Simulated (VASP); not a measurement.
# TmTa3 (P1) in VASP: notebook

Runs on TmTa3. Level: PBE. Tasks: single point.

Program: VASP 6.6.1. These are calculated values, not measurements. Logs are shortened: lines on timing, memory, paths and dates and some standing lists are left out, and cuts for length are marked.

**1. The cell of the first run**

The typed cell holds 4 atoms: a = 4.465 Å, b = 4.319 Å, c = 4.385 Å, α = 89.20°, β = 89.52°, γ = 90.01°.

**2. Single point, PBE, collinear spin, ferromagnetic start**

INCAR

```
SYSTEM = TmTa3
ALGO = Normal
EDIFF = 1E-6
ENCUT = 600
GGA = PE
GGA_COMPAT = .FALSE.
ISIF = 2
ISMEAR = -1
ISPIN = 2
LASPH = .TRUE.
LCHARG = .FALSE.
LMAXMIX = 6
LORBIT = 11
LREAL = .FALSE.
LWAVE = .FALSE.
MAGMOM = 1 0 0 0
NBANDS = 40
NELM = 200
PREC = Accurate
SIGMA = 0.15
```

KPOINTS

```
Automatic mesh
0
Gamma
  2 2 2
  0.5 0.5 0.5
```

POSCAR

```
TmTa3
1.0
    4.4652390000     -0.0005400000      0.0185990000
   -0.0005400000      4.3186720000      0.0302540000
    0.0185990000      0.0302540000      4.3846970000
Tm Ta
1 3
Direct
    0.3803660000      0.8941640000      0.2198700000
    0.3597060000      1.4496090000      0.7235310000
    0.7322160000      0.8968750000      0.6877170000
    0.8285660000      1.4144640000      0.2070600000
```

Potentials or basis: VASP PAW PBE potentials, release 64 (Tm, Ta_pv).

The run is started by

```
cat potpaw_PBE.64/Tm/POTCAR potpaw_PBE.64/Ta_pv/POTCAR > POTCAR
mpirun -np 1 vasp_std > vasp.out
```

OUTCAR:

```text
SYSTEM = TmTa3
   EDIFF = 1E-6
   ENCUT = 600
   GGA = PE
   ISIF = 2
   ISMEAR = -1
   ISPIN = 2
   LASPH = .TRUE.
   LORBIT = 11
   LREAL = .FALSE.
   NELM = 200
   PREC = Accurate

 ion  position               nearest neighbor table
   1  0.380  0.894  0.220-   3 2.59   3 2.80   4 2.88   2 2.91   2 2.92   4 3.01   2 3.22   4 3.22
                             2 3.28   4 3.34   3 3.53
   2  0.360  0.450  0.724-   3 2.55   1 2.91   3 2.92   1 2.92   4 2.99   4 3.08   4 3.17   1 3.22
                             1 3.28   4 3.30   3 3.41
   3  0.732  0.897  0.688-   2 2.55   1 2.59   1 2.80   2 2.92   4 3.01   4 3.08   4 3.10   4 3.24
                             2 3.41   1 3.53
   4  0.829  0.414  0.207-   1 2.88   2 2.99   1 3.01   3 3.01   2 3.08   3 3.08   3 3.10   2 3.17
                             1 3.22   3 3.24   2 3.30   1 3.34

  LATTYP: Found a triclinic cell.
 ALAT       =     6.1116339128
 B/A-ratio  =     0.7066486744
 C/A-ratio  =     0.7306193125
 COS(alpha) =     0.0002167859
 COS(beta)  =     0.0061840731
 COS(gamma) =     0.6966731572

  Lattice vectors:

 A1 = (   0.0191390000,  -4.2884180000,   4.3544430000)
 A2 = (   0.0005400000,  -4.3186720000,  -0.0302540000)
 A3 = (   4.4652390000,  -0.0005400000,   0.0185990000)

Analysis of symmetry for initial positions (statically):
=====================================================================
 Subroutine PRICEL returns:
 Original cell was already a primitive cell.

 Routine SETGRP: Setting up the symmetry group for a
 triclinic supercell.

 Subroutine GETGRP returns: Found  1 space group operations
 (whereof  1 operations were pure point group operations)
 out of a pool of  2 trial point group operations.

The static configuration has the point symmetry C_1 .

Analysis of symmetry for dynamics (positions and initial velocities):
=====================================================================
 Subroutine PRICEL returns:
 Original cell was already a primitive cell.

 Routine SETGRP: Setting up the symmetry group for a
 triclinic supercell.

 Subroutine GETGRP returns: Found  1 space group operations
 (whereof  1 operations were pure point group operations)
 out of a pool of  2 trial point group operations.

The dynamic configuration has the point symmetry C_1 .

Analysis of structural, dynamic, and magnetic symmetry:
=====================================================================
 Subroutine PRICEL returns:
 Original cell was already a primitive cell.

 Routine SETGRP: Setting up the symmetry group for a
 triclinic supercell.

 Subroutine GETGRP returns: Found  1 space group operations
 (whereof  1 operations were pure point group operations)
 out of a pool of  2 trial point group operations.

The overall configuration has the point symmetry C_1 .

 Subroutine INISYM returns: Found  1 space group operations
 (whereof  1 operations are pure point group operations),
 and found     1 'primitive' translations

----------------------------------------------------------------------------------------

                                     Primitive cell

  volume of cell :      84.5485

  direct lattice vectors                    reciprocal lattice vectors
     4.465239000 -0.000540000  0.018599000     0.223956140  0.000034660 -0.000950216
    -0.000540000  4.318672000  0.030254000     0.000034660  0.231563861 -0.001597916
     0.018599000  0.030254000  4.384697000    -0.000950216 -0.001597916  0.228080986

  length of vectors
     4.465277768  4.318778003  4.384840819     0.223958159  0.231569377  0.228088563

  position of ions in fractional coordinates (direct lattice)
     0.380366000  0.894164000  0.219870000
     0.359706000  0.449609000  0.723531000
     0.732216000  0.896875000  0.687717000
     0.828566000  0.414464000  0.207060000

  ion indices of the primitive-cell ions
   primitive index   ion index
                 1           1
                 2           2
                 3           3
                 4           4

----------------------------------------------------------------------------------------

 KPOINTS: Automatic mesh

Automatic generation of k-mesh.
 Grid dimensions read from file:
 generate k-points for:    2    2    2

 Generating k-lattice:

  Cartesian coordinates                     Fractional coordinates (reciprocal lattice)
     0.111978070  0.000017330 -0.000475108     0.500000000  0.000000000  0.000000000
     0.000017330  0.115781930 -0.000798958     0.000000000  0.500000000 -0.000000000
    -0.000475108 -0.000798958  0.114040493     0.000000000 -0.000000000  0.500000000

  Length of vectors
     0.111979079  0.115784688  0.114044281

  Shift w.r.t. Gamma in fractional coordinates (k-lattice)
     0.500000000  0.500000000  0.500000000

 Subroutine IBZKPT returns following result:
 ===========================================

 Found      4 irreducible k-points:

 Following reciprocal coordinates:
            Coordinates               Weight
  0.250000  0.250000  0.250000      2.000000
 -0.250000  0.250000  0.250000      2.000000
  0.250000 -0.250000  0.250000      2.000000
 -0.250000 -0.250000  0.250000      2.000000
   k-points           NKPTS =      4   k-points in BZ     NKDIM =      4   number of bands    NBANDS=     40
   number of dos      NEDOS =    301   number of ions     NIONS =      4
   total plane-waves  NPLWV =  46656
   dimension x,y,z NGX =    36 NGY =   36 NGZ =   36
   dimension x,y,z NGXF=    72 NGYF=   72 NGZF=   72
   ions per type =               1   3
   NGX,Y,Z   is equivalent  to a cutoff of  13.40, 13.86, 13.65 a.u.
   NGXF,Y,Z  is equivalent  to a cutoff of  26.81, 27.72, 27.30 a.u.
 SYSTEM =  TmTa3
   PREC   = accura    normal or accurate (medium, high low for compatibility)
   ISTART =      0    job   : 0-new  1-cont  2-samecut
   ICHARG =      2    charge: 1-file 2-atom 10-const
   ISPIN  =      2    spin polarized calculation?
   LNONCOLLINEAR =      F non collinear calculations
   LSORBIT =      F    spin-orbit coupling
   LASPH  =      T    aspherical Exc in radial PAW
   ENCUT  =  600.0 eV  44.10 Ry    6.64 a.u.   8.92  8.63  8.76*2*pi/ulx,y,z
   NELM   =    200;   NELMIN=  2; NELMDL= -5     # of ELM steps
   EDIFF  = 0.1E-05   stopping-criterion for ELM
   LREAL  =      F    real-space projection
   EDIFFG = 0.1E-04   stopping-criterion for IOM
   NSW    =      0    number of steps for IOM
   IBRION =     -1    ionic relax: 0-MD 1-quasi-New 2-CG
   NFREE  =      0    steps in history (QN), initial steepest desc. (CG)
   ISIF   =      2    stress and relaxation
   ISYM   =      2    0-nonsym 1-usesym 2-fastsym
   POTIM  = 0.5000    time-step for ionic-motion
   TEBEG  =    0.0;   TEEND  =   0.0 temperature during run
   PSTRESS=    0.0 pullay stress
   NELECT =      56.0000    total number of electrons
   NUPDOWN=      -1.0000    fix difference up-down
   EMIN   =  10.00;   EMAX   =-10.00  energy-range for DOS
   EFERMI =   0.00;   METHOD = LEGACY
   ISMEAR =    -1;   SIGMA  =   0.15  broadening in eV -4-tet -1-fermi 0-gaus
   EFERMI_NEDOS =   21; number of points for ismear=-14 and -15
   IALGO  =     38    algorithm
   IMIX   =      4    mixing-type and parameters
     AMIX     =   0.40;   BMIX     =  1.00
     AMIX_MAG =   1.60;   BMIX_MAG =  1.00
  volume/ion in A,a.u.               =      21.14       142.64
  Fermi-wavevector in a.u.,A,eV,Ry     =   1.427038  2.696711 27.707416  2.036438
  Thomas-Fermi vector in A             =   2.547251
   LORBIT       =     11    0 simple, 1 ext, 2 COOP (PROOUT), +10 PAW based schemes
   GGA     = PE    functional components
   LHFCALC =     F    Hartree Fock is set to
   AEXX    =    0.0000 exact exchange contribution
   IVDW    =     0    specifies the selected vdW correction
   LEPSILON=     F    determine dielectric tensor
   LRPA    =     F    only Hartree local field effects (RPA)
 spin polarized calculation
  energy-cutoff  :      600.00
  volume of cell :       84.55
 maximum number of plane-waves:      2824
   NGX = 17   NGY = 17   NGZ = 17

 number of electron      55.9999997 magnetization       0.3891824

 number of electron      55.9999997 magnetization      -1.3886335

 Free energy of the ion-electron system (eV)
  ---------------------------------------------------
  ext. energy  EPLUGINS =         0.00000000
  ---------------------------------------------------
  free energy    TOTEN  =       -36.63210592 eV

  energy without entropy =      -36.01761611  energy(sigma->0) =      -36.32486102

 E-fermi :   4.2906     XC(G=0): -11.8046

 val. band max:        4.1994358576   @ k =   0.2500  -0.2500   0.2500
 cond. band min:       4.2920574377   @ k =   0.2500   0.2500   0.2500
 fundamental gap:      0.0926215801
 Fermi energy:         4.2905763313

 spin component 1

 k-point     1 :       0.2500    0.2500    0.2500
  band No.  band energies     occupation
      1     -45.0848      1.00000
      2     -30.4087      1.00000
      3     -30.2624      1.00000
      4     -30.2009      1.00000
      5     -30.1463      1.00000
      6     -29.9386      1.00000
[... 32 lines left out ...]
     39       9.6968      0.00000
     40      10.3680      0.00000

 k-point     2 :      -0.2500    0.2500    0.2500
  band No.  band energies     occupation
      1     -45.0848      1.00000
      2     -30.4307      1.00000
      3     -30.2429      1.00000
      4     -30.2018      1.00000
      5     -30.1523      1.00000
      6     -29.9170      1.00000
[... 32 lines left out ...]
     39       9.4206      0.00000
     40      10.0900      0.00000

 k-point     3 :       0.2500   -0.2500    0.2500
  band No.  band energies     occupation
      1     -45.0848      1.00000
      2     -30.4347      1.00000
      3     -30.2315      1.00000
      4     -30.1935      1.00000
      5     -30.1389      1.00000
      6     -29.9721      1.00000
[... 32 lines left out ...]
     39       9.6083      0.00000
     40      10.0153      0.00000

 k-point     4 :      -0.2500   -0.2500    0.2500
  band No.  band energies     occupation
      1     -45.0848      1.00000
      2     -30.3941      1.00000
      3     -30.2575      1.00000
      4     -30.2002      1.00000
      5     -30.1212      1.00000
      6     -30.0091      1.00000
[... 32 lines left out ...]
     39       9.4742      0.00000
     40      10.4310      0.00000
 Fermi energy:         4.2905763313

 spin component 2

 k-point     1 :       0.2500    0.2500    0.2500
  band No.  band energies     occupation
      1     -45.6580      1.00000
      2     -30.4252      1.00000
      3     -30.2610      1.00000
      4     -30.2004      1.00000
      5     -30.1466      1.00000
      6     -29.9489      1.00000
[... 32 lines left out ...]
     39       9.6542      0.00000
     40      10.3246      0.00000

 k-point     2 :      -0.2500    0.2500    0.2500
  band No.  band energies     occupation
      1     -45.6580      1.00000
      2     -30.4473      1.00000
      3     -30.2424      1.00000
      4     -30.1958      1.00000
      5     -30.1537      1.00000
      6     -29.9305      1.00000
[... 32 lines left out ...]
     39       9.3943      0.00000
     40      10.0582      0.00000

 k-point     3 :       0.2500   -0.2500    0.2500
  band No.  band energies     occupation
      1     -45.6580      1.00000
      2     -30.4504      1.00000
      3     -30.2290      1.00000
      4     -30.1922      1.00000
      5     -30.1433      1.00000
      6     -29.9724      1.00000
[... 32 lines left out ...]
     39       9.5793      0.00000
     40       9.9800      0.00000

 k-point     4 :      -0.2500   -0.2500    0.2500
  band No.  band energies     occupation
      1     -45.6580      1.00000
      2     -30.4098      1.00000
      3     -30.2553      1.00000
      4     -30.2018      1.00000
      5     -30.1214      1.00000
      6     -30.0145      1.00000
[... 32 lines left out ...]
     39       9.4294      0.00000
     40      10.3924      0.00000

------------------------ aborting loop because EDIFF is reached ----------------------------------------

  FORCE on cell =-STRESS in cart. coord.  units (eV):
  Direction    XX          YY          ZZ          XY          YZ          ZX
  --------------------------------------------------------------------------------------
  -------------------------------------------------------------------------------------
  Total        4.3784212      1.4616859      0.7262942      1.5896869     -0.4306528      0.5618405
  in kB       82.9702276     27.6986622     13.7631340     30.1242573     -8.1607857     10.6467669
  external PRESSURE =      41.4773413 kB  Pullay stress =       0.0000000 kB

 VOLUME and BASIS-vectors are now :
 -----------------------------------------------------------------------------
  energy-cutoff  :      600.00
  volume of cell :       84.55
      direct lattice vectors                 reciprocal lattice vectors
     4.465239000 -0.000540000  0.018599000     0.223956140  0.000034660 -0.000950216
    -0.000540000  4.318672000  0.030254000     0.000034660  0.231563861 -0.001597916
     0.018599000  0.030254000  4.384697000    -0.000950216 -0.001597916  0.228080986

 POSITION                                       TOTAL-FORCE (eV/Angst)
 -----------------------------------------------------------------------------------
      1.70203      3.86805      0.99819        -3.103738      1.486781     -0.833371
      1.61939      1.96341      3.19276        -2.161591     -2.470698      0.119467
      3.28183      3.89372      3.05618         4.873352      1.452684      0.770403
      3.70337      1.79575      0.93585         0.391978     -0.468767     -0.056499
 -----------------------------------------------------------------------------------
    total drift:                                0.000261     -0.000630     -0.000127

  FREE ENERGIE OF THE ION-ELECTRON SYSTEM (eV)
  ---------------------------------------------------
  free  energy   TOTEN  =       -36.6321059179 eV

  energy  without entropy=      -36.0176161133  energy(sigma->0) =      -36.32486102

 total charge

# of ion       s       p       d       f       tot
--------------------------------------------------
    1        2.226   6.083   0.739  12.378  21.426
    2        0.398   6.114   2.367   0.000   8.878
    3        0.410   6.120   2.414   0.000   8.944
    4        0.381   6.097   2.247   0.000   8.725
--------------------------------------------------
tot          3.416  24.413   7.766  12.378  47.973

 magnetization (x)

# of ion       s       p       d       f       tot
--------------------------------------------------
    1       -0.003   0.015  -0.008  -1.331  -1.328
    2       -0.001   0.001  -0.041   0.000  -0.041
    3        0.000  -0.001  -0.006   0.000  -0.006
    4        0.001   0.000   0.005   0.000   0.007
--------------------------------------------------
tot         -0.003   0.015  -0.050  -1.331  -1.368
```

Run time: 7.4 min. Hardware: 1 thread of Intel Xeon 8259CL, shared host; peak memory 0.27 GiB.

What came out:

```yaml
Free_energy: -36.6321 eV
Pressure: 4.1 GPa
Largest_force: 5.143 eV/Å
Net_moment: -1.39 μB per cell
Site_moments: Tm -1.33; Ta -0.04, -0.01, +0.01 μB
Valence_electrons_inside_the_program's_atomic_spheres: Tm 21.43; Ta 8.88, 8.94, 8.72
```

Forces in eV/Å, atoms in the order of the input:
```
Tm  -3.104  1.487 -0.833
Ta  -2.162 -2.471  0.119
Ta   4.873  1.453  0.770
Ta   0.392 -0.469 -0.056
```

Stress tensor (GPa, compression positive):
```
 8.30  3.01  1.06
 3.01  2.77 -0.82
 1.06 -0.82  1.38
```

Caveat: the k points lie up to 0.73 Å⁻¹ apart; the magnetic or orbital state may not be the lowest; spin-orbit coupling is left out, which moves the levels of the heavy elements; without U or exact exchange the open f shell lies at the Fermi level, which spoils levels, moments and volumes; forces of over 1 eV/Å act on the atoms, so gaps and moduli don't describe the material at rest. The state reached can hang on the start; a lower one may exist.

(Part 1 of 2 ends here.)
